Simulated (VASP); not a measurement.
The system is InP.

```
CELL_PARAMETERS angstrom
0.00000 2.95379 2.95379
2.95379 0.00000 2.95379
2.95379 2.95379 0.00000
ATOMIC_POSITIONS crystal
In 0.00000 0.00000 0.00000
P 0.25000 0.25000 0.25000
```

Base run:

```yaml
Program: VASP 6.6.1
Functional: r2SCAN
Potentials_or_basis: VASP PAW PBE potentials, release 64 (In_d, P)
Cutoff: 520 eV
k_mesh: 8 × 8 × 8
Occupations: gaussian, width 0.01 eV
Spin: no spin polarisation
```

Its results: band gap on the k mesh 1.03 eV, direct; pressure -0.1 GPa.

Question: The run is repeated on the same cell with these changes: functional from r2SCAN to PBE; k mesh from 8 × 8 × 8 to 4 × 4 × 4. What comes out?

Answer: Band gap on the k mesh 0.57 eV, direct; pressure 1.8 GPa.

Several settings changed at once, so the effect can't be laid on one alone.

Caveats: some runs use coarse meshes; spin-orbit coupling is left out, which moves the levels of the heavy elements; the PAW data sets were made with another functional, which shifts forces and pressure a little (some runs).

